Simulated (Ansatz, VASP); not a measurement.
Yb in VASP and in Ansatz

```
Yb
1.0
     0.00000    2.74310    2.74310
     2.74310    0.00000    2.74310
     2.74310    2.74310    0.00000
Yb
1
Direct
  0.00000 0.00000 0.00000
```

Alike in both runs: functional PBE; k mesh 8 × 8 × 8; occupations fermi-dirac, width 0.05 eV; non-collinear spin, spin-orbit coupling.

```csv
,VASP,Ansatz
version,VASP 6.6.1,Ansatz 0.2.0
potentials or method,"VASP PAW PBE potentials, release 64 (Yb)",Ansatz PAW
plane-wave cutoff (eV),520,420
valence electrons in the cell,24,24
task,single point,band structure
```

VASP gave:

| Item | Value |
| --- | --- |
| pressure (GPa) | -7.5 |
| traceless stress, the component that is largest in VASP (GPa) | -0.37 |
| net moment per atom (μB) | 0.00 |

Q: What did Ansatz give for the same quantities?

A: Pressure (GPa): -2.7; traceless stress, the component that is largest in VASP (GPa): 0.00; net moment per atom (μB): 0.00.

One of these differences is far larger than is usual between the two programs; its cause wasn't traced.
